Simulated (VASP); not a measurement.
# Al16N16F (a cell with a defect) in VASP: a series of runs

The runs below take Al16N16F (a cell with a defect) through single point, with PBE.

Program: VASP 6.6.1. These are calculated values, not measurements. Logs are shortened: lines on timing, memory, paths and dates and some standing lists are left out, and cuts for length are marked.

## 1. The cell of the first run

The cell holds a defect, 33 atoms: a = 6.260 Å, b = 6.260 Å, c = 10.035 Å, α = 90.00°, β = 90.00°, γ = 120.00°.

## 2. Single point, PBE, collinear spin

INCAR

```
PREC     = Accurate       # precision mode
ENCUT    = 520            # plane-wave cutoff, eV
EDIFF    = 1E-6           # SCF threshold, eV
ISMEAR   = 0              # smearing method
SIGMA    = 0.01           # smearing width, eV
LREAL    = Auto         
LASPH    = T              # aspherical terms in the spheres
NELM     = 200            # most SCF steps
ALGO     = Normal         # electronic algorithm
ISIF     = 2              # what is computed and relaxed
LWAVE    = F              # write WAVECAR
LCHARG   = F              # write CHGCAR
ISPIN    = 2              # spin polarisation
MAGMOM   = 0.01 0 0 0 0.01 0 0 0 0 0 0 0 0 0 0 0 0.08 0.37 0.02 0.02 0.01 0.42 0.12 0.03 0.07 0.02 0.01 0.04 0.07 0.12 0.02 0.04 0.21 # initial moments
LORBIT   = 11             # projections on sites
NUPDOWN  = 2.0            # fixed moment
GGA      = PE             # functional
NBANDS   = 94             # bands
NELECT   = 134.0        
GGA_COMPAT= F            
ISYM     = -1
```

KPOINTS

```
explicit points
1
Reciprocal
  0.25000000   0.25000000   0.25000000 1
```

POSCAR

```
Al16N16F
1.0
    6.2595139092      0.0000000618      0.0000000000
   -3.1297570081      5.4208980298      0.0000000000
    0.0000000000      0.0000000000     10.0348065900
Al N F
16 16 1
Direct
    0.3460958274      0.1737917725      0.2527772668
    0.1676533602      0.3325355240      0.5048856249
    0.3335316463      0.1660187837      0.7509657563
    0.1604611361      0.3300834835      0.9928472104
    0.3373812467      0.6684195947      0.2607939365
    0.1678120087      0.8362056363      0.5049581098
    0.3295025181      0.6630898675      0.7474996967
    0.1605254771      0.8322461245      0.9921009179
    0.8298010495      0.1641634458      0.2503770157
    0.6732651402      0.3367023147      0.5070629963
    0.8310666656      0.1634723040      0.7522982127
    0.6637022353      0.3325863574      0.9998028173
    0.8265529733      0.6655291994      0.2519272923
    0.6679532365      0.8344100071      0.5042331562
    0.8307995110      0.6648249246      0.7519110726
    0.6571048240      0.8298252458      0.9983191141
    0.3465941015      0.1763605641      0.4478378288
    0.1748206105      0.3557192162      0.1821541387
    0.3294746771      0.1673230924      0.9404214201
    0.1651771608      0.3283294231      0.6931751281
    0.3321398793      0.6681755023      0.4462357597
    0.1779800587      0.8216420575      0.1817727088
    0.3250746740      0.6651231360      0.9368680504
    0.1657660377      0.8313500159      0.6935223524
    0.8318485547      0.1701732410      0.4444865751
    0.6706673948      0.3349095819      0.1902527420
    0.8258387147      0.1643518314      0.9409568138
    0.6682275364      0.3304987356      0.6950036917
    0.8312432931      0.6634268301      0.4462331465
    0.6474215713      0.8251651539      0.1852570663
    0.8256566223      0.6663845296      0.9410622125
    0.6656980288      0.8296088107      0.6930883983
    0.0187191164      0.0056545066      0.2966438897
```

Potentials or basis: VASP PAW PBE potentials, release 64 (Al, N, F).

The run is started by

```console
cat potpaw_PBE.64/Al/POTCAR potpaw_PBE.64/N/POTCAR potpaw_PBE.64/F/POTCAR > POTCAR
mpirun -np 1 vasp_std > vasp.out
```

OUTCAR:

```text
PREC = Accurate
   ENCUT = 520
   EDIFF = 1E-6
   ISMEAR = 0
   LREAL = Auto
   LASPH = T
   NELM = 200
   ISIF = 2
   ISPIN = 2
   LORBIT = 11
   NUPDOWN = 2.0
   GGA = PE
   NELECT = 134.0
   ISYM = -1

 ion  position               nearest neighbor table
   1  0.346  0.174  0.253-  33 1.83  26 1.87  17 1.96  22 2.04  18 2.04  13 3.04   9 3.06  12 3.07
                            10 3.11   2 3.12   6 3.12   5 3.12   5 3.14   4 3.20   9 3.20   8 3.21
   2  0.168  0.333  0.505-  20 1.89  17 1.91  21 1.91  25 1.92   7 3.02   5 3.05   3 3.06  11 3.08
                             6 3.11  10 3.11   1 3.12  14 3.12  14 3.14   9 3.14  10 3.15   6 3.15
   3  0.334  0.166  0.751-  20 1.88  28 1.90  19 1.90  24 1.90   8 3.02   4 3.04   6 3.05   2 3.06
                            10 3.06  12 3.07  15 3.12  11 3.12   7 3.12   7 3.14  11 3.14  15 3.14
   4  0.160  0.330  0.993-  19 1.87  27 1.89  23 1.90  18 1.90  11 3.00   3 3.04   7 3.05   8 3.12
                            12 3.12  16 3.12  16 3.14  12 3.14   8 3.14   9 3.15   1 3.20   5 3.26
   5  0.337  0.668  0.261-  30 1.84  21 1.86  18 1.87  22 1.87  14 3.03   2 3.05   6 3.06  13 3.07
                             9 3.09   1 3.12   1 3.14  16 3.15   9 3.17  13 3.19   4 3.26   8 3.27
   6  0.168  0.836  0.505-  24 1.89  21 1.90  29 1.92  17 1.93   7 3.04   3 3.05   5 3.06  15 3.08
                             2 3.11  10 3.11  14 3.12   1 3.12  14 3.14  13 3.14  10 3.15   2 3.15
   7  0.330  0.663  0.747-  24 1.88  20 1.89  23 1.90  32 1.90   2 3.02   6 3.04   4 3.05  14 3.05
                             8 3.06  16 3.08  11 3.12   3 3.12  15 3.13  15 3.13   3 3.14  11 3.14
   8  0.161  0.832  0.992-  23 1.88  31 1.89  19 1.89  22 1.91  15 3.00   3 3.02   7 3.06   4 3.12
                            16 3.12  12 3.12  12 3.14   4 3.14  16 3.14  13 3.17   1 3.21   5 3.27
   9  0.830  0.164  0.250-  26 1.89  33 1.94  25 1.95  30 1.95  18 2.00   1 3.06   5 3.09  12 3.10
[... 16 lines left out ...]
  18  0.175  0.356  0.182-   5 1.87   4 1.90   9 2.00   1 2.04
  19  0.329  0.167  0.940-   4 1.87   8 1.89   3 1.90  12 1.91
  20  0.165  0.328  0.693-   3 1.88   2 1.89   7 1.89  11 1.91
  21  0.332  0.668  0.446-   5 1.86   6 1.90  14 1.91   2 1.91
  22  0.178  0.822  0.182-   5 1.87   8 1.91  13 2.03   1 2.04
[... 8 lines left out ...]
  31  0.826  0.666  0.941-   8 1.89  16 1.89  15 1.90  12 1.90
  32  0.666  0.830  0.693-  15 1.88  14 1.90   7 1.90  11 1.90
  33  0.019  0.006  0.297-   1 1.83  13 1.90   9 1.94

IMPORTANT INFORMATION: All symmetrisations will be switched off!
NOSYMM: (Re-)initialisation of all symmetry stuff for point group C_1.

----------------------------------------------------------------------------------------

                                     Primitive cell

  volume of cell :     340.5029

  direct lattice vectors                    reciprocal lattice vectors
     6.259513909  0.000000062  0.000000000     0.159756813  0.092235641  0.000000000
    -3.129757008  5.420898030  0.000000000    -0.000000002  0.184471279  0.000000000
     0.000000000  0.000000000 10.034806590     0.000000000  0.000000000  0.099653141
[... 156 lines left out ...]
 cond. band min:       5.9586219238   @ k =   0.2500   0.2500   0.2500
 fundamental gap:      0.2649012398
 Fermi energy:         5.7189342894

 spin component 1

 k-point     1 :       0.2500    0.2500    0.2500
  band No.  band energies     occupation
      1     -18.9621      1.00000
      2      -8.5387      1.00000
      3      -8.1753      1.00000
      4      -8.0020      1.00000
      5      -7.7466      1.00000
      6      -7.5957      1.00000
[... 71 lines left out ...]
     78      13.0155      0.00000
     79      13.2552      0.00000
 Fermi energy:         5.8134427170

 spin component 2

 k-point     1 :       0.2500    0.2500    0.2500
  band No.  band energies     occupation
      1     -18.6251      1.00000
      2      -8.3606      1.00000
      3      -7.9970      1.00000
      4      -7.8215      1.00000
      5      -7.6428      1.00000
      6      -7.4687      1.00000
[... 71 lines left out ...]
     78      13.0447      0.00000
     79      13.2951      0.00000
 [bands above 79 left out]

------------------------ aborting loop because EDIFF is reached ----------------------------------------

  FORCE on cell =-STRESS in cart. coord.  units (eV):
  Direction    XX          YY          ZZ          XY          YZ          ZX
  --------------------------------------------------------------------------------------
  -------------------------------------------------------------------------------------
  Total        2.3577696     -8.4632875      5.3674037     -6.4362310      1.3522824      2.9547505
  in kB       11.0940749    -39.8225275     25.2553845    -30.2845655      6.3629298     13.9030648
  external PRESSURE =      -1.1576894 kB  Pullay stress =       0.0000000 kB

 VOLUME and BASIS-vectors are now :
 -----------------------------------------------------------------------------
  energy-cutoff  :      520.00
  volume of cell :      340.50
      direct lattice vectors                 reciprocal lattice vectors
     6.259513909  0.000000062  0.000000000     0.159756813  0.092235641  0.000000000
    -3.129757008  5.420898030  0.000000000    -0.000000002  0.184471279  0.000000000
     0.000000000  0.000000000 10.034806590     0.000000000  0.000000000  0.099653141

 POSITION                                       TOTAL-FORCE (eV/Angst)
 -----------------------------------------------------------------------------------
      1.62247      0.94211      2.53657         0.031757      0.002503      0.010966
      0.00867      1.80264      5.06643         0.005470     -0.017603     -0.015872
      1.56815      0.89997      7.53580         0.006920     -0.011028     -0.005262
     -0.02867      1.78935      9.96303         0.021862     -0.004968     -0.001469
      0.01985      3.62343      2.61702        -0.004232     -0.020204      0.013288
     -1.56670      4.53299      5.06716        -0.005513      0.016838     -0.012337
[... 25 lines left out ...]
      1.57047      4.49722      6.95501        -0.002292      0.010840      0.001587
      0.09948      0.03065      2.97676        -0.039645     -0.002682      0.003033
 -----------------------------------------------------------------------------------
    total drift:                                0.000694      0.004983      0.003676

  FREE ENERGIE OF THE ION-ELECTRON SYSTEM (eV)
  ---------------------------------------------------
  free  energy   TOTEN  =      -247.2494481747 eV

  energy  without entropy=     -247.2494481747  energy(sigma->0) =     -247.24944817

 total charge

# of ion       s       p       d       tot
------------------------------------------
    1        0.355   0.393   0.000   0.748
    2        0.371   0.425   0.000   0.796
    3        0.372   0.430   0.000   0.802
    4        0.374   0.430   0.000   0.804
    5        0.381   0.456   0.000   0.837
    6        0.373   0.423   0.000   0.796
[... 25 lines left out ...]
   32        1.232   2.605   0.000   3.838
   33        1.768   4.428   0.000   6.196
--------------------------------------------------
tot         27.467  52.678   0.000  80.145

 magnetization (x)

# of ion       s       p       d       tot
------------------------------------------
    1       -0.002   0.010   0.000   0.008
    2       -0.001   0.000   0.000  -0.000
    3       -0.000   0.000   0.000   0.000
    4       -0.002   0.003   0.000   0.001
    5       -0.004   0.006   0.000   0.002
    6       -0.000  -0.000   0.000  -0.000
[... 25 lines left out ...]
   32        0.001   0.036   0.000   0.037
   33        0.001   0.186   0.000   0.188
--------------------------------------------------
tot          0.016   1.470   0.000   1.486
```

OSZICAR:

```text
N       E                     dE             d eps       ncg     rms          rms(c)
DAV:   1     0.566779586289E+03    0.56678E+03   -0.63056E+04   376   0.129E+03
DAV:   2    -0.224140279634E+03   -0.79092E+03   -0.76379E+03   476   0.268E+02
[... 11 lines left out ...]
DAV:  14    -0.247249453061E+03   -0.14787E-03   -0.84714E-04   440   0.120E-01    0.599E-02
DAV:  15    -0.247249444717E+03    0.83448E-05   -0.28565E-04   456   0.522E-02    0.377E-02
DAV:  16    -0.247249443105E+03    0.16114E-05   -0.66471E-05   472   0.298E-02    0.211E-02
DAV:  17    -0.247249447584E+03   -0.44786E-05   -0.16547E-05   416   0.134E-02    0.119E-02
DAV:  18    -0.247249448023E+03   -0.43893E-06   -0.11611E-05   392   0.995E-03    0.513E-03
DAV:  19    -0.247249448175E+03   -0.15195E-06   -0.22593E-06   232   0.600E-03
   1 F= -.24724945E+03 E0= -.24724945E+03  d E =-.268509E-13  mag=     2.0000
```

Wall time 1.8 min (1 thread of Intel Xeon 6975P-C (Granite Rapids), shared host); peak memory 0.58 GiB.

What came out:

* Free energy: -247.2494 eV
* Largest force: 0.040 eV/Å
* Net moment: 2.00 μB per cell
* Site moments: Al +0.01, -0.00, +0.00 (each value once); N +0.07, +0.32, +0.02, +0.01, +0.36, +0.10, +0.03, +0.06, +0.04 (each value once); F +0.19 μB
* Valence electrons inside the program's atomic spheres: Al 0.75, 0.80, 0.84, 0.81, 0.83, 0.79 (each value once); N 3.82, 3.76, 3.84, 3.75, 3.83, 3.85 (each value once); F 6.20

Forces on the atoms (eV/Å):
```
Al   0.032  0.003  0.011
Al   0.005 -0.018 -0.016
Al   0.007 -0.011 -0.005
Al   0.022 -0.005 -0.001
Al  -0.004 -0.020  0.013
Al  -0.006  0.017 -0.012
Al   0.000  0.011 -0.005
Al  -0.014  0.005  0.019
Al   0.005  0.017  0.015
Al   0.003 -0.004  0.005
Al  -0.012 -0.008 -0.010
Al  -0.009  0.015  0.007
Al   0.010 -0.028 -0.006
Al   0.000  0.005  0.002
Al  -0.007  0.001  0.009
Al   0.023 -0.006 -0.020
N   -0.017 -0.003 -0.006
N   -0.013 -0.007  0.013
N   -0.008  0.005  0.009
N   -0.002 -0.006 -0.004
N    0.007 -0.001 -0.020
N   -0.019  0.013 -0.004
N    0.014 -0.006  0.007
N    0.006  0.010  0.002
N    0.012  0.000 -0.009
N   -0.013  0.021 -0.005
N    0.004 -0.015  0.001
N    0.010 -0.007 -0.002
N    0.005  0.006 -0.006
N    0.018  0.003  0.002
N   -0.017  0.006  0.012
N   -0.002  0.011  0.002
F   -0.040 -0.003  0.003
```

Caveat: the cell carries a net charge on a neutralising background, which shifts energy and pressure; the cell is charged against a uniform background, so pressure and absolute levels hang on convention; the total moment is fixed, so each spin has its own Fermi level and the state may be an excited one.

## 3. Single point, PBE, collinear spin

INCAR

```
PREC = Accurate ; ENCUT = 520
EDIFF = 1E-6 ; ISMEAR = -1
SIGMA = 0.01 ; LREAL = Auto
LASPH = T ; NELM = 200
ALGO = Normal ; ISIF = 2
LWAVE = F ; LCHARG = F
ISPIN = 2 ; MAGMOM = 0.01 0 0 0 0.01 0 0 0 0 0 0 0 0 0 0 0 0.08 0.37 0.02 0.02 0.01 0.42 0.12 0.03 0.07 0.02 0.01 0.04 0.07 0.12 0.02 0.04 0.21
LORBIT = 11 ; NUPDOWN = 2.0
GGA = PE ; NELECT = 134.0
NBANDS = 94 ; GGA_COMPAT = F
ISYM = -1
```

KPOINTS is that of step 2.

POSCAR

```
Al16N16F
1.0
    6.2595139128      0.0000000578      0.0000000000
   -3.1297570064      5.4208980350      0.0000000000
    0.0000000000      0.0000000000     10.0348065929
Al N F
16 16 1
Direct
    0.3460958601      0.1737917781      0.2527772837
    0.1676533679      0.3325355122      0.5048856257
    0.3335316434      0.1660187652      0.7509657544
    0.1604611086      0.3300834470      0.9928471871
    0.3373812517      0.6684196203      0.2607939503
    0.1678120287      0.8362056478      0.5049581113
    0.3295025043      0.6630898447      0.7474996863
    0.1605254630      0.8322461048      0.9921009308
    0.8298010250      0.1641634478      0.2503770217
    0.6732651514      0.3367023388      0.5070629973
    0.8310666514      0.1634722892      0.7522982063
    0.6637022241      0.3325863478      0.9998028184
    0.8265529987      0.6655292369      0.2519272969
    0.6679532495      0.8344100093      0.5042331579
    0.8307995121      0.6648249190      0.7519110769
    0.6571047986      0.8298252212      0.9983191164
    0.3465941247      0.1763605753      0.4478378291
    0.1748206061      0.3557192557      0.1821541249
    0.3294746625      0.1673230703      0.9404214194
    0.1651771491      0.3283293953      0.6931751252
    0.3321398932      0.6681754982      0.4462357700
    0.1779800638      0.8216420696      0.1817727250
    0.3250746496      0.6651231001      0.9368680504
    0.1657660398      0.8313500009      0.6935223497
    0.8318485676      0.1701732525      0.4444865777
    0.6706674101      0.3349096068      0.1902527482
    0.8258386836      0.1643518040      0.9409568068
    0.6682275422      0.3304987325      0.6950036906
    0.8312433194      0.6634268531      0.4462331430
    0.6474215524      0.8251651629      0.1852570679
    0.8256566071      0.6663845165      0.9410622153
    0.6656980274      0.8296087952      0.6930883952
    0.0187191511      0.0056545950      0.2966438595
```

Potentials or basis: VASP PAW PBE potentials, release 64 (Al, N, F).

The run is started by

```console
cat potpaw_PBE.64/Al/POTCAR potpaw_PBE.64/N/POTCAR potpaw_PBE.64/F/POTCAR > POTCAR
mpirun -np 1 vasp_std > vasp.out
```

Wall time 1.8 min (1 thread of Intel Xeon 6975P-C (Granite Rapids), shared host); peak memory 0.58 GiB.

Results (log left out):

- Free energy: -247.2494 eV
- Largest force: 0.040 eV/Å
- Net moment: 2.00 μB per cell
- Site moments: Al +0.01, -0.00, +0.00 (each value once); N +0.07, +0.32, +0.02, +0.01, +0.36, +0.10, +0.03, +0.06, +0.04 (each value once); F +0.19 μB
- Valence electrons inside the program's atomic spheres: Al 0.75, 0.80, 0.84, 0.81, 0.83, 0.79 (each value once); N 3.82, 3.76, 3.84, 3.75, 3.83, 3.85 (each value once); F 6.20

Forces in eV/Å, atoms in the order of the input:
```
Al   0.032  0.003  0.011
Al   0.005 -0.018 -0.016
Al   0.007 -0.011 -0.005
Al   0.022 -0.005 -0.001
Al  -0.004 -0.020  0.013
Al  -0.006  0.017 -0.012
Al   0.000  0.011 -0.005
Al  -0.014  0.005  0.019
Al   0.005  0.017  0.015
Al   0.003 -0.004  0.005
Al  -0.012 -0.008 -0.010
Al  -0.009  0.015  0.007
Al   0.010 -0.028 -0.006
Al   0.000  0.005  0.002
Al  -0.007  0.001  0.009
Al   0.023 -0.006 -0.020
N   -0.017 -0.003 -0.006
N   -0.013 -0.007  0.013
N   -0.008  0.005  0.009
N   -0.002 -0.006 -0.004
N    0.007 -0.001 -0.020
N   -0.019  0.013 -0.004
N    0.014 -0.006  0.007
N    0.006  0.010  0.002
N    0.012  0.000 -0.009
N   -0.013  0.021 -0.005
N    0.004 -0.015  0.001
N    0.010 -0.007 -0.002
N    0.005  0.006 -0.006
N    0.018  0.003  0.002
N   -0.017  0.006  0.012
N   -0.002  0.011  0.002
F   -0.040 -0.003  0.003
```

Caveat: the cell carries a net charge on a neutralising background, which shifts energy and pressure; the cell is charged against a uniform background, so pressure and absolute levels hang on convention; the total moment is fixed, so each spin has its own Fermi level and the state may be an excited one.

## 4. Single point, PBE, collinear spin

INCAR

```
SYSTEM = Al16N16F
PREC     = Accurate       ! precision mode
ENCUT    = 520            ! plane-wave cutoff, eV
EDIFF    = 1E-6           ! SCF threshold, eV
ISMEAR   = -1             ! smearing method
SIGMA    = 0.01           ! smearing width, eV
LREAL    = Auto         
LASPH    = .True.         ! aspherical terms in the spheres
NELM     = 200            ! most SCF steps
ALGO     = Normal         ! electronic algorithm
ISIF     = 2              ! what is computed and relaxed
LWAVE    = .False.        ! write WAVECAR
LCHARG   = .True.         ! write CHGCAR
ISPIN    = 2              ! spin polarisation
MAGMOM   = 0.01 0 0 0 0.01 0 0 0 0 0 0 0 0 0 0 0 0.08 0.37 0.02 0.02 0.01 0.42 0.12 0.03 0.07 0.02 0.01 0.04 0.07 0.12 0.02 0.04 0.21 ! initial moments
LORBIT   = 11             ! projections on sites
NUPDOWN  = 2.0            ! fixed moment
GGA      = PE             ! functional
LELF     = .True.         ! ELF
LVHAR    = .True.       
NBANDS   = 94             ! bands
NELECT   = 134.0        
GGA_COMPAT= .False.      
ISYM     = -1
```

KPOINTS is that of step 3.

POSCAR is that of step 3.

The run is started by

```console
cat potpaw_PBE.64/Al/POTCAR potpaw_PBE.64/N/POTCAR potpaw_PBE.64/F/POTCAR > POTCAR
mpirun -np 1 vasp_std > vasp.out
```

Wall time 1.9 min (1 thread of Intel Xeon 6975P-C (Granite Rapids), shared host); peak memory 0.58 GiB.

Results (log left out):

```
Free energy                                           : -247.2494 eV
Largest force                                         : 0.040 eV/Å
Net moment                                            : 2.00 μB per cell
Site moments                                          : Al +0.01, -0.00, +0.00 (each value once); N +0.07, +0.32, +0.02, +0.01, +0.36, +0.10, +0.03, +0.06, +0.04 (each value once); F +0.19 μB
Valence electrons inside the program's atomic spheres : Al 0.75, 0.80, 0.84, 0.81, 0.83, 0.79 (each value once); N 3.82, 3.76, 3.84, 3.75, 3.83, 3.85 (each value once); F 6.20
```

Forces in eV/Å, atoms in the order of the input:
```
Al   0.032  0.003  0.011
Al   0.005 -0.018 -0.016
Al   0.007 -0.011 -0.005
Al   0.022 -0.005 -0.001
Al  -0.004 -0.020  0.013
Al  -0.006  0.017 -0.012
Al   0.000  0.011 -0.005
Al  -0.014  0.005  0.019
Al   0.005  0.017  0.015
Al   0.003 -0.004  0.005
Al  -0.012 -0.008 -0.010
Al  -0.009  0.015  0.007
Al   0.010 -0.028 -0.006
Al   0.000  0.005  0.002
Al  -0.007  0.001  0.009
Al   0.023 -0.006 -0.020
N   -0.017 -0.003 -0.006
N   -0.013 -0.007  0.013
N   -0.008  0.005  0.009
N   -0.002 -0.006 -0.004
N    0.007 -0.001 -0.020
N   -0.019  0.013 -0.004
N    0.014 -0.006  0.007
N    0.006  0.010  0.002
N    0.012  0.000 -0.009
N   -0.013  0.021 -0.005
N    0.004 -0.015  0.001
N    0.010 -0.007 -0.002
N    0.005  0.006 -0.006
N    0.018  0.003  0.002
N   -0.017  0.006  0.012
N   -0.002  0.011  0.002
F   -0.040 -0.003  0.003
```

Caveat: the cell carries a net charge on a neutralising background, which shifts energy and pressure; the cell is charged against a uniform background, so pressure and absolute levels hang on convention; the total moment is fixed, so each spin has its own Fermi level and the state may be an excited one.
